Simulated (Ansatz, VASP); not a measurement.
Si5Se: VASP beside Ansatz

The input INCAR:

```
  PREC = Accurate
  ENCUT = 600
  EDIFF = 1E-6
  ISMEAR = 0
  SIGMA = 0.1
  LREAL = False
  LASPH = True
  NELM = 80
  ALGO = Normal
  ISIF = 3
  LWAVE = False
  LCHARG = False
  GGA = PE
  IBRION = 2
  NSW = 100
  EDIFFG = -0.01
```

Contents of KPOINTS:

```
Automatic mesh
0
Gamma
  6 6 16
```

Contents of POSCAR:

```
Si5Se
1.0
    8.2530257176      0.0000000000      0.0000000000
   -4.1265128588      7.1473299295      0.0000000000
    0.0000000000      0.0000000000      2.4695488526
Si Se
5 1
Direct
    0.5000000000      0.0000000000      0.5000000000
    0.0000000000      0.5000000000      0.5000000000
    0.5000000000      0.5000000000      0.5000000000
    0.3333333333      0.6666666667      0.5000000000
    0.6666666667      0.3333333333      0.5000000000
    0.0000000000      0.0000000000      0.0000000000
```

Input for Ansatz:

```yaml
crystal:
  lattice:
    - [8.2530257176, 0.0, 0.0]
    - [-4.1265128588, 7.1473299295, 0.0]
    - [0.0, 0.0, 2.4695488526]
  atoms:
    - { symbol: Si, position: [0.5, 0.0, 0.5] }
    - { symbol: Si, position: [0.0, 0.5, 0.5] }
    - { symbol: Si, position: [0.5, 0.5, 0.5] }
    - { symbol: Si, position: [0.3333333333, 0.6666666667, 0.5] }
    - { symbol: Si, position: [0.6666666667, 0.3333333333, 0.5] }
    - { symbol: Se, position: [0.0, 0.0, 0.0] }
basis:
  ecutwfc: 420
kpoints:
  mp_grid: { grid: [6, 6, 16] }
hamiltonian:
  xc: pbe
scf:
  occupations: { method: gaussian, width: 0.1 }
output:
  forces: true
  stress: true
  eigenvalues: true
relax:
  adjacent_minimum: "off"
  f_tol: 0.01
  max_steps: 80
  cell: { stress_tol: 0.05 }
```

Alike in both runs: task relaxation of cell and atoms; functional PBE; k mesh 6 × 6 × 16; occupations gaussian, width 0.1 eV; no spin polarisation.

|  | VASP | Ansatz |
| --- | --- | --- |
| version | VASP 6.6.1 | Ansatz 0.2.0 |
| potentials or method | VASP PAW PBE potentials, release 64 (Si, Se), cutoff 600 eV | scalar-relativistic, plane waves, PAW |
| valence electrons in the cell | 26 | 36 |

Ansatz gave:

```
gap on the k mesh at the Fermi level, each at its own relaxed structure (eV)  : none
relaxed volume (Å³/atom)                                                      : 24.55
relaxed length of the cell vector where the two differ most in proportion (Å) : 2.470
```

Q: Estimate VASP's values.

A: gap on the k mesh at the Fermi level, each at its own relaxed structure (eV): none; relaxed volume (Å³/atom): 24.54; relaxed length of the cell vector where the two differ most in proportion (Å): 2.469.

A gap of «none» marks a metal or a gap that the smearing closes. VASP's potentials hold 26 valence electrons a cell and Ansatz's 36, so a difference there can come from the potentials and not from the codes.
